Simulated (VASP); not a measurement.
Here is a VASP 6.6.1 calculation.

File INCAR:

```
SYSTEM = CsI
ALGO = Normal ; EDIFF = 1E-7
EDIFFG = -0.01 ; ENCUT = 500
GGA_COMPAT = .False. ; IBRION = 2
ISIF = 3 ; ISMEAR = 0
LASPH = .True. ; LCHARG = .False.
LREAL = .False. ; LWAVE = .False.
NELM = 120 ; NELMIN = 4
NSW = 60 ; PREC = Accurate
SIGMA = 0.01
```

KPOINTS

```
k-points
0
Gamma
  4 4 4
  0 0 0
```

POSCAR

```
CsI
1.0
    4.5667000000      0.0000000000      0.0000000000
    0.0000000000      4.5667000000      0.0000000000
    0.0000000000      0.0000000000      4.5667000000
Cs I
1 1
Direct
    0.0000000000      0.0000000000      0.0000000000
    0.5000000000      0.5000000000      0.5000000000
```

Potentials or basis: VASP PAW LDA potentials, release 64 (Cs_sv, I).

Command:

```console
$ cat potpaw_LDA.64/Cs_sv/POTCAR potpaw_LDA.64/I/POTCAR > POTCAR
$ mpirun -np 1 vasp_std > vasp.out
```

**Question.** Estimate the space group after relaxing (to 0.05 Å).

**Answer.** Pm-3m (No. 221).

**Question.** Predict the band gap on the k mesh.

**Answer.** 3.78 eV, indirect (least direct gap 3.84 eV).

Step by step:
| step | energy change (eV) | largest force (eV/Å) | pressure (GPa) | volume (Å³) |
| --- | --- | --- | --- | --- |
| 1 | 0.0000 | 0.0000 | -1.35 | 95.24 |
| 2 | -0.0351 | 0.0000 | -0.68 | 89.82 |
| 3 | -0.0440 | 0.0000 | -0.08 | 86.26 |
| 4 | -0.0442 | 0.0000 | 0.00 | 85.80 |

Caveat: spin-orbit coupling is left out, which moves the levels of the heavy elements. Expect the measured gap to be larger: semilocal functionals such as LDA lack the derivative discontinuity.
